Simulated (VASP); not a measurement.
# WAu (P4/nmm) in VASP: single point with PBE

Aim: the single point of WAu with PBE.

Everything below comes from runs of VASP 6.6.1. Logs are shortened: lines on timing, memory, paths and dates and some standing lists are left out, and cuts for length are marked.

## 1. The cell of the first run

Symmetry: P4/nmm, No. 129, tetragonal system. Conventional cell: a = 3.843 Å, b = 3.843 Å, c = 4.857 Å, α = 90.00°, β = 90.00°, γ = 90.00°. W (site symmetry 4mm) has 4 Au at 2.24 Å within 3.0 Å. Within 3.0 Å of Au (site symmetry -4m2) lie 4 W at 2.24 Å and 4 Au at 2.72 Å.

## 2. Single point, PBE

File INCAR:

```
  PREC = Accurate
  ENCUT = 520
  EDIFF = 1E-6
  ISMEAR = 0
  SIGMA = 0.1
  LREAL = F
  LASPH = T
  NELM = 60
  ALGO = Normal
  ISIF = 2
  LWAVE = F
  LCHARG = F
  GGA = PE
  NBANDS = 33
```

File KPOINTS:

```
regular mesh
0
Gamma
  6 6 4
```

File POSCAR:

```
WAu
1.0
    3.8434616835      0.0000000000      0.0000000000
    0.0000000000      3.8434616835      0.0000000000
    0.0000000000      0.0000000000      4.8565480512
W Au
2 2
Direct
    0.0000000000      0.5000000000      0.2351000000
    0.5000000000      0.0000000000      0.7649000000
    0.0000000000      0.0000000000      0.0000000000
    0.5000000000      0.5000000000      0.0000000000
```

Potentials or basis: VASP PAW PBE potentials, release 64 (W_sv, Au).

The run is started by

```sh
> cat potpaw_PBE.64/W_sv/POTCAR potpaw_PBE.64/Au/POTCAR > POTCAR
> mpirun -np 1 vasp_std > vasp.out
```

OUTCAR:

```text
PREC = Accurate
   ENCUT = 520
   EDIFF = 1E-6
   ISMEAR = 0
   LREAL = F
   LASPH = T
   NELM = 60
   ISIF = 2
   GGA = PE

 ion  position               nearest neighbor table
   1  0.000  0.500  0.235-   3 2.24   4 2.24   3 2.24   4 2.24
   2  0.500  0.000  0.765-   3 2.24   4 2.24   4 2.24   3 2.24
   3  0.000  0.000  0.000-   1 2.24   2 2.24   1 2.24   2 2.24   4 2.72   4 2.72   4 2.72   4 2.72

   4  0.500  0.500  0.000-   1 2.24   2 2.24   2 2.24   1 2.24   3 2.72   3 2.72   3 2.72   3 2.72

  LATTYP: Found a simple tetragonal cell.
 ALAT       =     3.8434616835
 C/A-ratio  =     1.2635869565

  Lattice vectors:

 A1 = (   3.8434616835,   0.0000000000,   0.0000000000)
 A2 = (   0.0000000000,   3.8434616835,   0.0000000000)
 A3 = (   0.0000000000,   0.0000000000,   4.8565480512)

Analysis of symmetry for initial positions (statically):
=====================================================================
 Subroutine PRICEL returns:
 Original cell was already a primitive cell.

 Routine SETGRP: Setting up the symmetry group for a
 simple tetragonal supercell.

 Subroutine GETGRP returns: Found 16 space group operations
 (whereof  8 operations were pure point group operations)
 out of a pool of 16 trial point group operations.

The static configuration has the point symmetry D_2d.
 The point group associated with its full space group is D_4h.

Analysis of symmetry for dynamics (positions and initial velocities):
=====================================================================
 Subroutine PRICEL returns:
 Original cell was already a primitive cell.

 Routine SETGRP: Setting up the symmetry group for a
 simple tetragonal supercell.

 Subroutine GETGRP returns: Found 16 space group operations
 (whereof  8 operations were pure point group operations)
 out of a pool of 16 trial point group operations.

The dynamic configuration has the point symmetry D_2d.
 The point group associated with its full space group is D_4h.

 Subroutine INISYM returns: Found 16 space group operations
 (whereof  8 operations are pure point group operations),
 and found     1 'primitive' translations

----------------------------------------------------------------------------------------

                                     Primitive cell

  volume of cell :      71.7419

  direct lattice vectors                    reciprocal lattice vectors
     3.843461684  0.000000000  0.000000000     0.260182118  0.000000000  0.000000000
     0.000000000  3.843461684  0.000000000     0.000000000  0.260182118  0.000000000
     0.000000000  0.000000000  4.856548051     0.000000000  0.000000000  0.205907568

  length of vectors
     3.843461684  3.843461684  4.856548051     0.260182118  0.260182118  0.205907568

  position of ions in fractional coordinates (direct lattice)
     0.000000000  0.500000000  0.235100000
     0.500000000  0.000000000  0.764900000
     0.000000000  0.000000000  0.000000000
     0.500000000  0.500000000  0.000000000

  ion indices of the primitive-cell ions
   primitive index   ion index
                 1           1
                 2           2
                 3           3
                 4           4

----------------------------------------------------------------------------------------

 KPOINTS: regular mesh

Automatic generation of k-mesh.
 Grid dimensions read from file:
 generate k-points for:    6    6    4

 Generating k-lattice:

  Cartesian coordinates                     Fractional coordinates (reciprocal lattice)
     0.043363686  0.000000000  0.000000000     0.166666667  0.000000000  0.000000000
     0.000000000  0.043363686  0.000000000     0.000000000  0.166666667  0.000000000
     0.000000000  0.000000000  0.051476892     0.000000000  0.000000000  0.250000000

  Length of vectors
     0.043363686  0.043363686  0.051476892

  Shift w.r.t. Gamma in fractional coordinates (k-lattice)
     0.000000000  0.000000000  0.000000000

 Subroutine IBZKPT returns following result:
 ===========================================

 Found     30 irreducible k-points:

 Following reciprocal coordinates:
            Coordinates               Weight
  0.000000  0.000000  0.000000      1.000000
  0.166667  0.000000  0.000000      4.000000
  0.333333  0.000000  0.000000      4.000000
  0.500000  0.000000  0.000000      2.000000
  0.166667  0.166667  0.000000      4.000000
  0.333333  0.166667  0.000000      8.000000
[... 16 lines left out ...]
  0.333333  0.000000  0.500000      4.000000
  0.500000  0.000000  0.500000      2.000000
 [... further k-points ...]
   k-points           NKPTS =     30   k-points in BZ     NKDIM =     30   number of bands    NBANDS=     33
   number of dos      NEDOS =    301   number of ions     NIONS =      4
   total plane-waves  NPLWV =  32400
   dimension x,y,z NGX =    30 NGY =   30 NGZ =   36
   dimension x,y,z NGXF=    60 NGYF=   60 NGZF=   72
   ions per type =               2   2
   NGX,Y,Z   is equivalent  to a cutoff of  12.98, 12.98, 12.32 a.u.
   NGXF,Y,Z  is equivalent  to a cutoff of  25.95, 25.95, 24.65 a.u.
 SYSTEM =  unknown system
   PREC   = accura    normal or accurate (medium, high low for compatibility)
   ISTART =      0    job   : 0-new  1-cont  2-samecut
   ICHARG =      2    charge: 1-file 2-atom 10-const
   ISPIN  =      1    spin polarized calculation?
   LNONCOLLINEAR =      F non collinear calculations
   LSORBIT =      F    spin-orbit coupling
   LASPH  =      T    aspherical Exc in radial PAW
   ENCUT  =  520.0 eV  38.22 Ry    6.18 a.u.   7.15  7.15  9.03*2*pi/ulx,y,z
   NELM   =     60;   NELMIN=  2; NELMDL= -5     # of ELM steps
   EDIFF  = 0.1E-05   stopping-criterion for ELM
   LREAL  =      F    real-space projection
   EDIFFG = 0.1E-04   stopping-criterion for IOM
   NSW    =      0    number of steps for IOM
   IBRION =     -1    ionic relax: 0-MD 1-quasi-New 2-CG
   NFREE  =      0    steps in history (QN), initial steepest desc. (CG)
   ISIF   =      2    stress and relaxation
   ISYM   =      2    0-nonsym 1-usesym 2-fastsym
   POTIM  = 0.5000    time-step for ionic-motion
   TEBEG  =    0.0;   TEEND  =   0.0 temperature during run
   PSTRESS=    0.0 pullay stress
   NELECT =      50.0000    total number of electrons
   NUPDOWN=      -1.0000    fix difference up-down
   EMIN   =  10.00;   EMAX   =-10.00  energy-range for DOS
   EFERMI =   0.00;   METHOD = LEGACY
   ISMEAR =     0;   SIGMA  =   0.10  broadening in eV -4-tet -1-fermi 0-gaus
   EFERMI_NEDOS =   21; number of points for ismear=-14 and -15
   IALGO  =     38    algorithm
   IMIX   =      4    mixing-type and parameters
     AMIX     =   0.40;   BMIX     =  1.00
     AMIX_MAG =   1.60;   BMIX_MAG =  1.00
  volume/ion in A,a.u.               =      17.94       121.03
  Fermi-wavevector in a.u.,A,eV,Ry     =   1.451467  2.742875 28.664170  2.106757
  Thomas-Fermi vector in A             =   2.568961
   LORBIT       =      0    0 simple, 1 ext, 2 COOP (PROOUT), +10 PAW based schemes
   GGA     = PE    functional components
   LHFCALC =     F    Hartree Fock is set to
   AEXX    =    0.0000 exact exchange contribution
   IVDW    =     0    specifies the selected vdW correction
   LEPSILON=     F    determine dielectric tensor
   LRPA    =     F    only Hartree local field effects (RPA)
 non-spin polarized calculation
 Gauss-broadening in eV      SIGMA  =   0.10
  energy-cutoff  :      520.00
  volume of cell :       71.74
 maximum number of plane-waves:      1948
 NGX is ok and might be reduce to    30
   NGX = 15   NGY = 15   NGZ = 19

 number of electron      49.9999999 magnetization

 Free energy of the ion-electron system (eV)
  ---------------------------------------------------
  ext. energy  EPLUGINS =         0.00000000
  ---------------------------------------------------
  free energy    TOTEN  =       -13.14788624 eV

  energy without entropy =      -13.12303516  energy(sigma->0) =      -13.13546070

 E-fermi :  10.0671     XC(G=0): -12.2147

 val. band max:       10.0376311310   @ k =   0.1667   0.1667   0.0000
 cond. band min:      10.0730697440   @ k =   0.1667   0.1667   0.0000
 fundamental gap:      0.0354386130
 Fermi energy:        10.0670743227

 k-point     1 :       0.0000    0.0000    0.0000
  band No.  band energies     occupation
      1     -64.1593      2.00000
      2     -64.1473      2.00000
      3     -28.7307      2.00000
      4     -28.7307      2.00000
      5     -28.7044      2.00000
      6     -28.7044      2.00000
[... 25 lines left out ...]
     32      13.3379      0.00000
     33      14.3529      0.00000

 k-point     2 :       0.1667    0.0000    0.0000
  band No.  band energies     occupation
      1     -64.1572      2.00000
      2     -64.1469      2.00000
      3     -28.7452      2.00000
      4     -28.7296      2.00000
      5     -28.7190      2.00000
      6     -28.7067      2.00000
[... 25 lines left out ...]
     32      14.2445      0.00000
     33      14.5716      0.00000

 k-point     3 :       0.3333    0.0000    0.0000
  band No.  band energies     occupation
      1     -64.1525      2.00000
      2     -64.1465      2.00000
      3     -28.7623      2.00000
      4     -28.7457      2.00000
      5     -28.7260      2.00000
      6     -28.7128      2.00000
[... 25 lines left out ...]
     32      14.6259      0.00000
     33      16.4971      0.00000

 k-point     4 :       0.5000    0.0000    0.0000
  band No.  band energies     occupation
      1     -64.1482      2.00000
      2     -64.1482      2.00000
      3     -28.7633      2.00000
      4     -28.7633      2.00000
      5     -28.7200      2.00000
      6     -28.7200      2.00000
[... 25 lines left out ...]
     32      15.0667      0.00000
     33      17.1628      0.00000

 k-point     5 :       0.1667    0.1667    0.0000
  band No.  band energies     occupation
      1     -64.1553      2.00000
      2     -64.1463      2.00000
      3     -28.7603      2.00000
      4     -28.7326      2.00000
      5     -28.7257      2.00000
      6     -28.7099      2.00000
[... 604 lines left out ...]
 k-point    22 :       0.1667    0.0000    0.5000
  band No.  band energies     occupation
      1     -64.1563      2.00000
      2     -64.1478      2.00000
      3     -28.7580      2.00000
      4     -28.7393      2.00000
      5     -28.7079      2.00000
      6     -28.6972      2.00000
[... 25 lines left out ...]
     32      16.7814      0.00000
     33      17.2056      0.00000

 k-point    23 :       0.3333    0.0000    0.5000
  band No.  band energies     occupation
      1     -64.1520      2.00000
      2     -64.1471      2.00000
      3     -28.7741      2.00000
      4     -28.7392      2.00000
      5     -28.7317      2.00000
      6     -28.7073      2.00000
[... 25 lines left out ...]
     32      15.0986      0.00000
     33      17.9263      0.00000

 k-point    24 :       0.5000    0.0000    0.5000
  band No.  band energies     occupation
      1     -64.1483      2.00000
      2     -64.1483      2.00000
      3     -28.7669      2.00000
      4     -28.7669      2.00000
      5     -28.7201      2.00000
      6     -28.7201      2.00000
[... 25 lines left out ...]
     32      13.3323      0.00000
     33      18.4634      0.00000

 [... further k-points ...]

------------------------ aborting loop because EDIFF is reached ----------------------------------------

  FORCE on cell =-STRESS in cart. coord.  units (eV):
  Direction    XX          YY          ZZ          XY          YZ          ZX
  --------------------------------------------------------------------------------------
  -------------------------------------------------------------------------------------
  Total       63.9895895     63.9895895     33.1805547      0.0000000      0.0000000     -0.0000000
  in kB     1429.0489483   1429.0489483    741.0054845      0.0000000      0.0000000     -0.0000000
  external PRESSURE =    1199.7011271 kB  Pullay stress =       0.0000000 kB

 VOLUME and BASIS-vectors are now :
 -----------------------------------------------------------------------------
  energy-cutoff  :      520.00
  volume of cell :       71.74
      direct lattice vectors                 reciprocal lattice vectors
     3.843461684  0.000000000  0.000000000     0.260182118  0.000000000  0.000000000
     0.000000000  3.843461684  0.000000000     0.000000000  0.260182118  0.000000000
     0.000000000  0.000000000  4.856548051     0.000000000  0.000000000  0.205907568

 POSITION                                       TOTAL-FORCE (eV/Angst)
 -----------------------------------------------------------------------------------
      0.00000      1.92173      1.14177        -0.000000      0.000000     17.679987
      1.92173      0.00000      3.71477         0.000000      0.000000    -17.679987
      0.00000      0.00000      0.00000        -0.000000      0.000000      0.000000
      1.92173      1.92173      0.00000        -0.000000     -0.000000      0.000000
 -----------------------------------------------------------------------------------
    total drift:                                0.000000      0.000000     -0.000000

  FREE ENERGIE OF THE ION-ELECTRON SYSTEM (eV)
  ---------------------------------------------------
  free  energy   TOTEN  =       -13.1478862421 eV

  energy  without entropy=      -13.1230351585  energy(sigma->0) =      -13.13546070
```

Wall time 1.8 min (1 thread of Intel Xeon 8259CL, shared host); peak memory 0.22 GiB.

Results:

| Property | Result |
| --- | --- |
| Free energy | -13.1479 eV |
| Pressure | 120.0 GPa |
| Largest force | 17.680 eV/Å |
| Band gap on the k mesh | zero (bands 25 and 26 overlap by 1.12 eV) |

Forces on the atoms (eV/Å):
```
W     0.000   0.000  17.680
W     0.000   0.000 -17.680
Au    0.000   0.000   0.000
Au    0.000   0.000   0.000
```

Stress tensor (GPa, compression positive):
```
142.90   0.00   0.00
  0.00 142.90   0.00
  0.00   0.00  74.10
```

Levels at points of the mesh, in eV from the Fermi level:
```
           k point  band 23  band 24  band 25  band 26  band 27  band 28
(0.00, 0.00, 0.00)    -2.25    -0.54    -0.25    -0.25     0.71     0.71
(0.50, 0.00, 0.00)     0.16     0.16     0.46     0.46     0.50     0.50
(0.50, 0.50, 0.00)    -0.21    -0.21     0.04     0.04     2.40     2.40
(0.00, 0.00, 0.50)    -2.15    -1.19    -0.89    -0.65    -0.65    -0.19
(0.50, 0.00, 0.50)    -0.35    -0.35    -0.16    -0.16     1.36     1.36
(0.50, 0.50, 0.50)    -1.18    -1.18    -0.66    -0.66     2.48     2.48
```

Caveat: the stress differs along the axes, from 74 to 143 GPa; spin-orbit coupling is left out, which moves the levels of the heavy elements; forces of over 1 eV/Å act on the atoms, so gaps and moduli don't describe the material at rest.

The gap in the log of VASP goes by the Fermi energy; the results here count the filled bands.